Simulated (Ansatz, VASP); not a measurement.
**Zr2B: VASP beside Ansatz**

```
Zr B
1.0
     3.09674    0.00000    0.00000
    -1.54837    2.68186    0.00000
     0.00000    0.00000    6.50744
Zr B
2 1
Direct
  0.33333 0.66667 0.28550
  0.66667 0.33333 0.71450
  0.00000 0.00000 0.00000
```

Alike in both runs: task single point; functional PBE; k mesh 6 × 6 × 4; occupations gaussian, width 0.1 eV; no spin polarisation.

|  | VASP | Ansatz |
| --- | --- | --- |
| version | VASP 6.6.1 | Ansatz 0.2.0 |
| potentials or method | VASP PAW PBE potentials, release 64 (Zr_sv, B), cutoff 520 eV | scalar-relativistic, plane waves, PAW |
| valence electrons in the cell | 27 | 27 |

|  | VASP | Ansatz | Ansatz less VASP |
| --- | --- | --- | --- |
| gap on the k mesh at the Fermi level (eV) | none | none | - |
| pressure (GPa) | -1.6 | -1.6 | -0.03 |
| traceless stress, the component that is largest in VASP (GPa) | -17.30 | -17.30 | +0.006 |
| rms of the force components (eV/Å) | 0.674 | 0.674 | +0.0006 |

Atom by atom the forces differ by 0.001 eV/Å (rms over components). A gap of «none» marks a metal or a gap that the smearing closes.

The k mesh is coarse, so the values compare programs but aren't converged.
